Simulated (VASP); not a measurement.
Wanted: the native input for a VASP 6.6.1 run.

```yaml
Task: single point
Functional: PBEsol
Potentials_or_basis: VASP PAW PBE potentials, release 64 (Na_pv, F)
Cutoff: 600 eV
k_mesh: 8 × 8 × 8
Occupations: fermi-dirac, width 0.05 eV
Spin: no spin polarisation
Dipole_correction: no
Further_INCAR_settings: ALGO = Normal; EDIFF = 1e-06; NBANDS = 14
```

The structure of NaF lies in POSCAR:

```
NaF
1.0
    0.0116000000      2.3200000000      2.3200000000
    2.3200000000      0.0116000000      2.3200000000
    2.3316000000      2.3316000000      0.0000000000
Na F
1 1
Direct
    0.0000000000      0.0000000000      0.0000000000
    0.5000000000      0.5000000000      0.5000000000
```

These files were run (other wordings do the same):

INCAR

```
PREC = Accurate
ENCUT = 600
EDIFF = 1E-6
ISMEAR = -1
SIGMA = 0.05
LREAL = False
LASPH = True
NELM = 120
ALGO = Normal
ISIF = 2
LWAVE = False
LCHARG = False
GGA = PS
NBANDS = 14
GGA_COMPAT = False
```

KPOINTS

```
Automatic mesh
0
Gamma
  8 8 8
```

Potentials or basis: VASP PAW PBE potentials, release 64 (Na_pv, F).

Command:

```sh
$ cat potpaw_PBE.64/Na_pv/POTCAR potpaw_PBE.64/F/POTCAR > POTCAR
$ mpirun -np 1 vasp_std > vasp.out
```

Results of the run:

The pressure is -0.5 GPa. The band gap on the k mesh is 6.13 eV.

Caveat: the PAW data sets were made with another functional, which shifts forces and pressure a little.

It took 70 s on 1 thread of Intel Xeon 8259CL, on a shared host, peak memory 0.17 GiB.
